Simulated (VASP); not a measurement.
Wanted: the native input for a VASP 6.6.1 run.

| Property | Result |
| --- | --- |
| Task | single point |
| Functional | PBE |
| Potentials or basis | VASP PAW PBE potentials, release 64 (Mn_pv, O) |
| Cutoff | 520 eV |
| k mesh | 5 × 5 × 5 |
| Occupations | gaussian, width 0.05 eV |
| Spin | collinear spin, ferromagnetic start |
| Starting moments | [5.0, 5.0, 0.0, 0.0] μB |
| Hubbard terms | Mn d U = 3.9 eV |
| Dipole correction | no |
| Further INCAR settings | ALGO = Normal; EDIFF = 1e-06; NBANDS = 31 |

The structure of MnO (Manganosite) lies in POSCAR:

```
MnO
1.0
   -2.2664522252     -2.2664522252      4.5329044504
   -4.5329044504     -2.2664522252      2.2664522252
   -2.2664522252     -4.5329044504      2.2664522252
Mn O
2 2
Direct
    0.0000000000      0.0000000000      0.0000000000
    0.5000000000      0.5000000000      0.5000000000
    1.2500000000     -0.7500000000     -0.7500000000
    1.7500000000     -0.2500000000     -0.2500000000
```

The input as run:

INCAR

```
PREC = Accurate
ENCUT = 520
EDIFF = 1E-6
ISMEAR = 0
SIGMA = 0.05
LREAL = False
LASPH = True
NELM = 150
ALGO = Normal
ISIF = 2
LWAVE = False
LCHARG = False
ISPIN = 2
MAGMOM = 5 5 0 0
LORBIT = 11
LMAXMIX = 4
LDAU = True
LDAUTYPE = 2
LDAUL = 2 -1
LDAUU = 3.9 0
LDAUJ = 0 0
LDAUPRINT = 1
GGA = PE
NBANDS = 31
```

KPOINTS

```
Automatic mesh
0
Gamma
  5 5 5
```

Potentials or basis: VASP PAW PBE potentials, release 64 (Mn_pv, O).

Run with:

```sh
$ cat potpaw_PBE.64/Mn_pv/POTCAR potpaw_PBE.64/O/POTCAR > POTCAR
$ mpirun -np 1 vasp_std > vasp.out
```

It gave:

The pressure is -1.5 GPa and the band gap on the k mesh is 0.10 eV. The net moment is 10.00 μB per cell. The site moments are Mn +4.63; O +0.14 μB and the valence electrons inside the program's atomic spheres are Mn 11.29; O 4.98.

Caveat: the k points lie up to 0.46 Å⁻¹ apart; only a ferromagnetic start was run, and an antiferromagnetic order may lie lower in energy.

Wall time 55 s on 1 thread of Intel(R) Xeon(R) 6975P-C (Granite Rapids), with other jobs on the host, peak memory 0.31 GiB.
